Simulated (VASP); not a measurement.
# CsCl (Pm-3m) in VASP: settings compared

CsCl is run at these levels: PBE, HSE06; tasks: single point.

All numbers are computed with VASP 6.6.1; they aren't measurements. Logs are shortened: lines on timing, memory, paths and dates and some standing lists are left out, and cuts for length are marked.

## Step 1: The cell of the first run

The structure is cubic, space group Pm-3m (No. 221). The conventional cell has a = 4.137 Å, b = 4.137 Å, c = 4.137 Å, α = 90.00°, β = 90.00°, γ = 90.00°. Within 4.7 Å of Cs (site symmetry m-3m) lie 8 Cl at 3.58 Å and 6 Cs at 4.14 Å. Cl (site symmetry m-3m) has 8 Cs at 3.58 Å and 6 Cl at 4.14 Å within 4.7 Å.

## Step 2: Single point, PBE

File INCAR:

```
ALGO = Normal
EDIFF = 1E-6
ENCUT = 500
GGA = PE
GGA_COMPAT = False
ISIF = 2
ISMEAR = 0
LASPH = True
LCHARG = False
LREAL = False
LWAVE = False
NBANDS = 15
NELM = 120
PREC = Accurate
SIGMA = 0.01
```

File KPOINTS:

```
k-points
0
Gamma
  2 2 2
```

File POSCAR:

```
CsCl
1.0
    4.1368324570      0.0000000000      0.0000000000
    0.0000000000      4.1368324570      0.0000000000
    0.0000000000      0.0000000000      4.1368324570
Cs Cl
1 1
Direct
    0.0000000000      0.0000000000      0.0000000000
    0.5000000000      0.5000000000      0.5000000000
```

Potentials or basis: VASP PAW PBE potentials, release 64 (Cs_sv, Cl).

On the command line:

```sh
cat potpaw_PBE.64/Cs_sv/POTCAR potpaw_PBE.64/Cl/POTCAR > POTCAR
mpirun -np 1 vasp_std > vasp.out
```

OUTCAR:

```text
EDIFF = 1E-6
   ENCUT = 500
   GGA = PE
   ISIF = 2
   ISMEAR = 0
   LASPH = True
   LREAL = False
   NELM = 120
   PREC = Accurate

 ion  position               nearest neighbor table
   1  0.000  0.000  0.000-
   2  0.500  0.500  0.500-

  LATTYP: Found a simple cubic cell.
 ALAT       =     4.1368324570

  Lattice vectors:

 A1 = (   4.1368324570,   0.0000000000,   0.0000000000)
 A2 = (   0.0000000000,   4.1368324570,   0.0000000000)
 A3 = (   0.0000000000,   0.0000000000,   4.1368324570)

Analysis of symmetry for initial positions (statically):
=====================================================================
 Subroutine PRICEL returns:
 Original cell was already a primitive cell.

 Routine SETGRP: Setting up the symmetry group for a
 simple cubic supercell.

 Subroutine GETGRP returns: Found 48 space group operations
 (whereof 48 operations were pure point group operations)
 out of a pool of 48 trial point group operations.

The static configuration has the point symmetry O_h .

Analysis of symmetry for dynamics (positions and initial velocities):
=====================================================================
 Subroutine PRICEL returns:
 Original cell was already a primitive cell.

 Routine SETGRP: Setting up the symmetry group for a
 simple cubic supercell.

 Subroutine GETGRP returns: Found 48 space group operations
 (whereof 48 operations were pure point group operations)
 out of a pool of 48 trial point group operations.

The dynamic configuration has the point symmetry O_h .

 Subroutine INISYM returns: Found 48 space group operations
 (whereof 48 operations are pure point group operations),
 and found     1 'primitive' translations

----------------------------------------------------------------------------------------

                                     Primitive cell

  volume of cell :      70.7952

  direct lattice vectors                    reciprocal lattice vectors
     4.136832457  0.000000000  0.000000000     0.241730844  0.000000000  0.000000000
     0.000000000  4.136832457  0.000000000     0.000000000  0.241730844  0.000000000
     0.000000000  0.000000000  4.136832457     0.000000000  0.000000000  0.241730844

  length of vectors
     4.136832457  4.136832457  4.136832457     0.241730844  0.241730844  0.241730844

  position of ions in fractional coordinates (direct lattice)
     0.000000000  0.000000000  0.000000000
     0.500000000  0.500000000  0.500000000

  ion indices of the primitive-cell ions
   primitive index   ion index
                 1           1
                 2           2

----------------------------------------------------------------------------------------

 KPOINTS: k-points

Automatic generation of k-mesh.
 Grid dimensions read from file:
 generate k-points for:    2    2    2

 Generating k-lattice:

  Cartesian coordinates                     Fractional coordinates (reciprocal lattice)
     0.120865422  0.000000000  0.000000000     0.500000000  0.000000000  0.000000000
     0.000000000  0.120865422  0.000000000     0.000000000  0.500000000  0.000000000
     0.000000000  0.000000000  0.120865422     0.000000000  0.000000000  0.500000000

  Length of vectors
     0.120865422  0.120865422  0.120865422

  Shift w.r.t. Gamma in fractional coordinates (k-lattice)
     0.000000000  0.000000000  0.000000000

 Subroutine IBZKPT returns following result:
 ===========================================

 Found      4 irreducible k-points:

 Following reciprocal coordinates:
            Coordinates               Weight
  0.000000  0.000000  0.000000      1.000000
  0.500000  0.000000  0.000000      3.000000
  0.500000  0.500000  0.000000      3.000000
  0.500000  0.500000  0.500000      1.000000
   k-points           NKPTS =      4   k-points in BZ     NKDIM =      4   number of bands    NBANDS=     15
   number of dos      NEDOS =    301   number of ions     NIONS =      2
   total plane-waves  NPLWV =  27000
   dimension x,y,z NGX =    30 NGY =   30 NGZ =   30
   dimension x,y,z NGXF=    60 NGYF=   60 NGZF=   60
   ions per type =               1   1
   NGX,Y,Z   is equivalent  to a cutoff of  12.06, 12.06, 12.06 a.u.
   NGXF,Y,Z  is equivalent  to a cutoff of  24.11, 24.11, 24.11 a.u.
 SYSTEM =  unknown system
   PREC   = accura    normal or accurate (medium, high low for compatibility)
   ISTART =      0    job   : 0-new  1-cont  2-samecut
   ICHARG =      2    charge: 1-file 2-atom 10-const
   ISPIN  =      1    spin polarized calculation?
   LNONCOLLINEAR =      F non collinear calculations
   LSORBIT =      F    spin-orbit coupling
   LASPH  =      T    aspherical Exc in radial PAW
   ENCUT  =  500.0 eV  36.75 Ry    6.06 a.u.   7.54  7.54  7.54*2*pi/ulx,y,z
   NELM   =    120;   NELMIN=  2; NELMDL= -5     # of ELM steps
   EDIFF  = 0.1E-05   stopping-criterion for ELM
   LREAL  =      F    real-space projection
   EDIFFG = 0.1E-04   stopping-criterion for IOM
   NSW    =      0    number of steps for IOM
   IBRION =     -1    ionic relax: 0-MD 1-quasi-New 2-CG
   NFREE  =      0    steps in history (QN), initial steepest desc. (CG)
   ISIF   =      2    stress and relaxation
   ISYM   =      2    0-nonsym 1-usesym 2-fastsym
   POTIM  = 0.5000    time-step for ionic-motion
   TEBEG  =    0.0;   TEEND  =   0.0 temperature during run
   PSTRESS=    0.0 pullay stress
   NELECT =      16.0000    total number of electrons
   NUPDOWN=      -1.0000    fix difference up-down
   EMIN   =  10.00;   EMAX   =-10.00  energy-range for DOS
   EFERMI =   0.00;   METHOD = LEGACY
   ISMEAR =     0;   SIGMA  =   0.01  broadening in eV -4-tet -1-fermi 0-gaus
   EFERMI_NEDOS =   21; number of points for ismear=-14 and -15
   IALGO  =     38    algorithm
   IMIX   =      4    mixing-type and parameters
     AMIX     =   0.40;   BMIX     =  1.00
     AMIX_MAG =   1.60;   BMIX_MAG =  1.00
  volume/ion in A,a.u.               =      35.40       238.87
  Fermi-wavevector in a.u.,A,eV,Ry     =   0.997195  1.884426 13.529613  0.994398
  Thomas-Fermi vector in A             =   2.129335
   LORBIT       =      0    0 simple, 1 ext, 2 COOP (PROOUT), +10 PAW based schemes
   GGA     = PE    functional components
   LHFCALC =     F    Hartree Fock is set to
   AEXX    =    0.0000 exact exchange contribution
   IVDW    =     0    specifies the selected vdW correction
   LEPSILON=     F    determine dielectric tensor
   LRPA    =     F    only Hartree local field effects (RPA)
 non-spin polarized calculation
 Gauss-broadening in eV      SIGMA  =   0.01
  energy-cutoff  :      500.00
  volume of cell :       70.80
 maximum number of plane-waves:      1856
   NGX = 15   NGY = 15   NGZ = 15

 number of electron      15.9999998 magnetization

 Free energy of the ion-electron system (eV)
  ---------------------------------------------------
  ext. energy  EPLUGINS =         0.00000000
  ---------------------------------------------------
  free energy    TOTEN  =        -6.40820167 eV

  energy without entropy =       -6.40820167  energy(sigma->0) =       -6.40820167

 E-fermi :  -0.2033     XC(G=0):  -8.1884

 val. band max:       -0.3022920161   @ k =   0.0000   0.0000   0.0000
 cond. band min:       4.8776209353   @ k =   0.0000   0.0000   0.0000
 fundamental gap:      5.1799129514
 Fermi energy:        -0.2032782880

 k-point     1 :       0.0000    0.0000    0.0000
  band No.  band energies     occupation
      1     -19.7565      2.00000
      2     -12.4530      2.00000
      3      -6.2536      2.00000
      4      -6.2536      2.00000
      5      -6.2536      2.00000
      6      -0.3023      2.00000
      7      -0.3023      2.00000
      8      -0.3023      2.00000
      9       4.8776      0.00000
     10       5.0516      0.00000
     11       5.0516      0.00000
     12       9.6271      0.00000
     13       9.6271      0.00000
     14       9.6271      0.00000
     15      12.8367      0.00000

 k-point     2 :       0.5000    0.0000    0.0000
  band No.  band energies     occupation
      1     -19.6780      2.00000
      2     -12.4960      2.00000
      3      -6.7703      2.00000
      4      -6.1180      2.00000
      5      -6.1180      2.00000
      6      -1.4569      2.00000
      7      -0.5314      2.00000
      8      -0.5314      2.00000
      9       6.0480      0.00000
     10       7.2228      0.00000
     11       8.4906      0.00000
     12       8.9447      0.00000
     13       9.1047      0.00000
     14       9.1047      0.00000
     15      10.4164      0.00000

 k-point     3 :       0.5000    0.5000    0.0000
  band No.  band energies     occupation
      1     -19.6109      2.00000
      2     -12.3669      2.00000
      3      -7.0016      2.00000
      4      -7.0016      2.00000
      5      -6.0332      2.00000
      6      -0.7310      2.00000
      7      -0.7310      2.00000
      8      -0.3519      2.00000
      9       5.5858      0.00000
     10       5.6712      0.00000
     11       7.6101      0.00000
     12       7.6101      0.00000
     13      11.5341      0.00000
     14      11.5341      0.00000
     15      11.7861      0.00000

 k-point     4 :       0.5000    0.5000    0.5000
  band No.  band energies     occupation
      1     -19.5476      2.00000
      2     -12.2881      2.00000
      3      -6.7736      2.00000
      4      -6.7736      2.00000
      5      -6.7736      2.00000
      6      -1.3809      2.00000
      7      -1.3809      2.00000
      8      -1.3809      2.00000
      9       8.1115      0.00000
     10       8.1115      0.00000
     11       8.1115      0.00000
     12      10.1276      0.00000
     13      10.1276      0.00000
     14      10.1276      0.00000
     15      12.0003      0.00000

------------------------ aborting loop because EDIFF is reached ----------------------------------------

  FORCE on cell =-STRESS in cart. coord.  units (eV):
  Direction    XX          YY          ZZ          XY          YZ          ZX
  --------------------------------------------------------------------------------------
  -------------------------------------------------------------------------------------
  Total        0.7457990      0.7457990      0.7457990     -0.0000000     -0.0000000      0.0000000
  in kB       16.8782956     16.8782956     16.8782956     -0.0000000     -0.0000000      0.0000000
  external PRESSURE =      16.8782956 kB  Pullay stress =       0.0000000 kB

 VOLUME and BASIS-vectors are now :
 -----------------------------------------------------------------------------
  energy-cutoff  :      500.00
  volume of cell :       70.80
      direct lattice vectors                 reciprocal lattice vectors
     4.136832457  0.000000000  0.000000000     0.241730844  0.000000000  0.000000000
     0.000000000  4.136832457  0.000000000     0.000000000  0.241730844  0.000000000
     0.000000000  0.000000000  4.136832457     0.000000000  0.000000000  0.241730844

 POSITION                                       TOTAL-FORCE (eV/Angst)
 -----------------------------------------------------------------------------------
      0.00000      0.00000      0.00000         0.000000      0.000000      0.000000
      2.06842      2.06842      2.06842         0.000000      0.000000      0.000000
 -----------------------------------------------------------------------------------
    total drift:                                0.000000      0.000000      0.000000

  FREE ENERGIE OF THE ION-ELECTRON SYSTEM (eV)
  ---------------------------------------------------
  free  energy   TOTEN  =        -6.4082016722 eV

  energy  without entropy=       -6.4082016722  energy(sigma->0) =       -6.40820167
```

Wall time 8.8 s (1 thread of Intel Xeon 8259CL, shared host); peak memory 0.16 GiB.

What came out:

| Quantity | Value |
| --- | --- |
| Free energy | -6.4082 eV |
| Pressure | 1.7 GPa |
| Band gap on the k mesh | 5.18 eV, direct |

Levels at points of the mesh, in eV from the valence-band top:
```
           k point  band 5  band 6  band 7  band 8  band 9  band 10  band 11  band 12
(0.00, 0.00, 0.00)   -5.95    0.00    0.00    0.00    5.18     5.35     5.35     9.93
(0.50, 0.00, 0.00)   -5.82   -1.15   -0.23   -0.23    6.35     7.53     8.79     9.25
(0.50, 0.50, 0.00)   -5.73   -0.43   -0.43   -0.05    5.89     5.97     7.91     7.91
(0.50, 0.50, 0.50)   -6.47   -1.08   -1.08   -1.08    8.41     8.41     8.41    10.43
```

Caveat: the k points lie up to 0.76 Å⁻¹ apart; spin-orbit coupling is left out, which moves the levels of the heavy elements. As with any semilocal functional, this PBE gap is likely too small.

## Step 3: Single point, HSE06

POSCAR is that of step 2.

File INCAR.step1:

```
SYSTEM = CsCl
PREC = Accurate ; ENCUT = 400
EDIFF = 1E-5 ; ISMEAR = 0
SIGMA = 0.01 ; LREAL = .False.
LASPH = .True. ; NELM = 120
ALGO = Normal ; ISIF = 2
LWAVE = .True. ; LCHARG = .False.
NBANDS = 15 ; GGA = PE
GGA_COMPAT = .False.
```

File INCAR.step2:

```
SYSTEM = CsCl
PREC = Accurate ; ENCUT = 400
EDIFF = 1E-6 ; ISMEAR = 0
SIGMA = 0.01 ; LREAL = .False.
LASPH = .True. ; NELM = 120
ALGO = Normal ; ISIF = 2
LWAVE = .False. ; LCHARG = .False.
GGA = PE ; LHFCALC = .True.
HFSCREEN = 0.2079 ; PRECFOCK = Normal
NBANDS = 15 ; ISTART = 1
GGA_COMPAT = .False.
```

File KPOINTS:

```
regular mesh
0
Gamma
  2 2 2
  0 0 0
```

Potentials or basis: VASP PAW PBE potentials, release 64 (Cs_sv, Cl).

On the command line:

```sh
cat potpaw_PBE.64/Cs_sv/POTCAR potpaw_PBE.64/Cl/POTCAR > POTCAR
cp INCAR.step1 INCAR
mpirun -np 1 vasp_std > vasp.out
cp INCAR.step2 INCAR
mpirun -np 1 vasp_std > vasp.out
```

It took 58 s on 1 thread of Intel Xeon 8259CL, shared host; peak memory 0.25 GiB.

It converged, with:

| Item | Value |
| --- | --- |
| Free energy | -7.5684 eV |
| Pressure | 1.0 GPa |
| Band gap on the k mesh | 6.55 eV, direct |

Levels at points of the mesh, in eV from the valence-band top:
| k point | band 6 | band 7 | band 8 | band 9 | band 10 | band 11 |
| --- | --- | --- | --- | --- | --- | --- |
| (0.00, 0.00, 0.00) | 0.00 | 0.00 | 0.00 | 6.55 | 6.69 | 6.69 |
| (0.50, 0.00, 0.00) | -1.18 | -0.24 | -0.24 | 7.76 | 8.97 | 10.22 |
| (0.50, 0.50, 0.00) | -0.43 | -0.43 | -0.06 | 7.25 | 7.34 | 9.37 |
| (0.50, 0.50, 0.50) | -1.11 | -1.11 | -1.11 | 9.92 | 9.92 | 9.92 |

Caveat: the k points lie up to 0.76 Å⁻¹ apart; the PAW data sets were made with another functional, which shifts forces and pressure a little; spin-orbit coupling is left out, which moves the levels of the heavy elements.
